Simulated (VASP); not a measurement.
Here is a VASP 6.6.1 calculation.

The input INCAR:

```
  PREC = Accurate
  ENCUT = 520
  EDIFF = 1E-6
  ISMEAR = -1
  SIGMA = 0.1
  LREAL = F
  LASPH = T
  NELM = 100
  ALGO = Normal
  ISIF = 2
  LWAVE = F
  LCHARG = F
  GGA = PE
  NBANDS = 24
```

The input KPOINTS:

```
regular mesh
0
Gamma
  8 8 11
```

Contents of POSCAR:

```
Sc
1.0
    5.0701815700      0.0000000000      0.0000000000
   -2.5350907850      4.3909060414      0.0000000000
    0.0000000000      0.0000000000      3.1758383361
Sc
3
Direct
    1.0000000000      1.0000000000      0.0000000000
    0.3333333333      0.6666666667      0.5000000000
    0.6666666667      0.3333333333      0.5000000000
```

Potentials or basis: VASP PAW PBE potentials, release 64 (Sc_sv).

Run with:

```console
$ cat potpaw_PBE.64/Sc_sv/POTCAR > POTCAR
$ mpirun -np 1 vasp_std > vasp.out
```

(1) Estimate the band gap on the k mesh.

(2) Predict the pressure.

## Answers

(1) zero (an odd number of electrons rules out a gap without spin polarisation).

(2) 2.3 GPa.
